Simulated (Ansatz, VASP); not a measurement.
**PbS: VASP beside Ansatz**

Contents of INCAR:

```
SYSTEM = PbS
PREC = Accurate
ENCUT = 520
EDIFF = 1E-6
ISMEAR = 0
SIGMA = 0.01
LREAL = .FALSE.
LASPH = .TRUE.
NELM = 60
ALGO = Normal
ISIF = 2
LWAVE = .FALSE.
LCHARG = .FALSE.
NBANDS = 50
```

Contents of KPOINTS:

```
Automatic mesh
0
G
  4 2 2
  0 0 0
```

POSCAR

```
PbS
1.0
    4.0699280000      0.0000000000      0.0000000000
    0.0000000000      5.6898180000      5.5735990000
    0.0000000000     -5.6898180000      5.5735990000
Pb S
4 4
Direct
    0.0000000000      0.6631120000      0.3391490000
    0.0000000000      0.3391490000      0.6631120000
    0.5000000000      0.1373870000      0.1373870000
    0.0000000000      0.8237310000      0.8237310000
    0.5000000000      0.7748220000      0.1178520000
    0.5000000000      0.1178520000      0.7748220000
    0.0000000000      0.3108960000      0.3108960000
    0.5000000000      0.6372510000      0.6372510000
```

Input for Ansatz:

```yaml
crystal:
  lattice:
    - [4.069928, 0.0, 0.0]
    - [0.0, 5.689818, 5.573599]
    - [0.0, -5.689818, 5.573599]
  atoms:
    - { symbol: Pb, position: [0.0, 0.663112, 0.339149] }
    - { symbol: Pb, position: [0.0, 0.339149, 0.663112] }
    - { symbol: Pb, position: [0.5, 0.137387, 0.137387] }
    - { symbol: Pb, position: [0.0, 0.823731, 0.823731] }
    - { symbol: S, position: [0.5, 0.774822, 0.117852] }
    - { symbol: S, position: [0.5, 0.117852, 0.774822] }
    - { symbol: S, position: [0.0, 0.310896, 0.310896] }
    - { symbol: S, position: [0.5, 0.637251, 0.637251] }
kpoints:
  mp_grid:
    grid: [4, 2, 2]
  band_path:
    path:
      - [0.0, 0.0, 0.0]
      - [0.0, 0.5, 0.0]
      - [0.5, 0.5, 0.0]
      - [0.5, 0.0, 0.0]
      - [0.5, 0.5, -0.5]
    npoints: 8
hamiltonian:
  xc: lda
scf:
  n_extra_bands: 8
  occupations:
    method: fixed
```

Alike in both runs: task single point; functional LDA; k mesh 4 × 2 × 2; no spin polarisation.

|  | VASP | Ansatz |
| --- | --- | --- |
| version | VASP 6.6.1 | Ansatz 0.2.0 |
| potentials or method | VASP PAW LDA potentials, release 64 (Pb_d, S) | plane waves, PAW |
| plane-wave cutoff (eV) | 520 | 420 |
| occupations | gaussian, width 0.01 eV | fixed |
| valence electrons in the cell | 80 | 80 |

VASP gave:

```
gap on the k mesh at the Fermi level (eV) : 0.42
```

Task: Estimate Ansatz's values.

Result: gap on the k mesh at the Fermi level (eV): 0.44.

LDA's correlation is that of Perdew and Zunger in VASP and of Perdew and Wang (1992) in Ansatz.

Spin-orbit coupling is off throughout.
